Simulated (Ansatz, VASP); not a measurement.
SiO: VASP beside Ansatz

```
CELL_PARAMETERS angstrom
2.79870 0.00000 0.00000
0.00000 2.79870 0.00000
0.00000 0.00000 2.84965
ATOMIC_POSITIONS crystal
Si 0.50000 0.50000 0.50000
O 0.00000 0.00000 0.00000
```

Change from the starting cell: species swapped into the TlSn type (P4/mmm, No. 123).

Alike in both runs: functional PBE; k mesh 6 × 6 × 6; occupations gaussian, width 0.1 eV; no spin polarisation.

Ansatz relaxed the structure, and its values are those at the end. VASP's run is a single point on that final structure, the one shown.

|  | VASP | Ansatz |
| --- | --- | --- |
| version | VASP 6.6.1 | Ansatz 0.2.0 |
| potentials or method | VASP PAW PBE potentials, release 64 (Si, O), cutoff 520 eV | scalar-relativistic, plane waves, PAW |
| valence electrons in the cell | 10 | 10 |

|  | VASP | Ansatz | Ansatz less VASP |
| --- | --- | --- | --- |
| gap on the k mesh at the Fermi level (eV) | none | none | - |
| pressure (GPa) | 0.0 | 0.0 | 0.00 |

A gap of «none» marks a metal or a gap that the smearing closes. The functional is the same, so the differences come from potentials, cutoffs and numerics.

The k mesh is coarse, so the values compare programs but aren't converged.
